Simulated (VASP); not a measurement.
Rb3Pt:

```
Rb Pt
1.0
     5.49879    0.00000    0.00000
     0.00000    5.49879    0.00000
     0.00000    0.00000    5.49879
Rb Pt
3 1
Direct
  0.00000 0.00000 0.50000
  0.00000 0.50000 0.00000
  0.50000 0.00000 0.00000
  0.50000 0.50000 0.50000
```

Program: VASP 6.6.1. Alike in all runs: task single point; no spin polarisation; cell as given; cutoff (eV) 500.

Order these runs on this cell by their pressure, lowest first.
A. level LDA; potentials or basis VASP PAW LDA potentials, release 64 (Rb_sv, Pt); k mesh 4 × 4 × 4; smearing fermi-dirac 0.038 eV
B. level PBE; potentials or basis VASP PAW PBE potentials, release 64 (Rb_sv, Pt); k mesh 3 × 3 × 3; smearing gaussian 0.1 eV
C. level PBE+D4+U; potentials or basis VASP PAW PBE potentials, release 64 (Rb_sv, Pt); U Pt d U = 0.54 eV; k mesh 1 × 1 × 1; smearing methfessel-paxton 0.136057 eV

C (-4.9 GPa), A (-2.1 GPa), B (0.0 GPa).

Caveats: some runs use coarse meshes; U without spin polarisation on a metal has little footing (some runs); pairwise dispersion overbinds metals, which lowers pressure and volume (some runs); the U is typed as a test and isn't derived for this compound (some runs).
